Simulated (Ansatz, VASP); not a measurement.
## In2SbAs in VASP and in Ansatz

```xyz
8
Lattice="-3.2083 3.2083 6.3921 3.2083 -3.2083 6.3921 3.2083 3.2083 -6.3921" Properties=species:S:1:pos:R:3 pbc="T T T"
As    0.0000    0.0000    0.0000
As    3.2083    0.0000    3.1961
In    1.7468    1.6042    4.7941
In   -1.6042    1.7468    7.9901
In    1.4615    1.6042   -1.5980
In    1.6042   -1.7468    7.9901
Sb    0.0000    0.0000    6.3921
Sb    0.0000    3.2083    3.1961
```

Alike in both runs: task single point; functional PBE; k mesh 6 × 6 × 6; occupations fermi-dirac, width 0.02 eV; no spin polarisation.

|  | VASP | Ansatz |
| --- | --- | --- |
| version | VASP 6.6.1 | Ansatz 0.2.0 |
| potentials or method | VASP PAW PBE potentials, release 64 (As, In_d, Sb) | plane waves, PAW |
| plane-wave cutoff (eV) | 520 | 420 |
| valence electrons in the cell | 72 | 112 |

|  | VASP | Ansatz | Ansatz less VASP |
| --- | --- | --- | --- |
| pressure (GPa) | 0.0 | 0.0 | -0.01 |

VASP's potentials hold 72 valence electrons a cell and Ansatz's 112, so a difference there can come from the potentials and not from the codes.

Spin-orbit coupling is off throughout.
